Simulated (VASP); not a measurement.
The system is WS2 (Tungstenite).

```xyz
3
Lattice="1.5859 0.9156 6.2375 -1.5859 0.9156 6.2375 0.0000 -1.8312 6.2375" Properties=species:S:1:pos:R:3 pbc="T T T"
W     0.0000    0.0000    0.0125
S     0.0000    0.0000    4.6885
S     0.0000    0.0000    7.8120
```

Base run:

```yaml
Program: VASP 6.6.1
Functional: PBE
Potentials_or_basis: VASP PAW PBE potentials, release 64 (W_sv, S)
Cutoff: 520 eV
k_mesh: 8 × 8 × 8
Occupations: gaussian, width 0.01 eV
Spin: no spin polarisation
```

Its results: band gap on the k mesh 1.24 eV, indirect (least direct gap 2.26 eV); pressure 3.2 GPa; largest force 0.197 eV/Å.

Question: The run is repeated on the same cell with these changes: functional from PBE to r2SCAN. What comes out?

Answer: Band gap on the k mesh 1.35 eV, indirect (least direct gap 2.40 eV); pressure 1.4 GPa; largest force 0.031 eV/Å.

r2SCAN gives the wider gap, since meta-GGAs in the generalised Kohn-Sham scheme recover part of the derivative discontinuity.

Caveats: spin-orbit coupling is left out, which moves the levels of the heavy elements; the PAW data sets were made with another functional, which shifts forces and pressure a little (some runs).

A k mesh can miss the band edges.
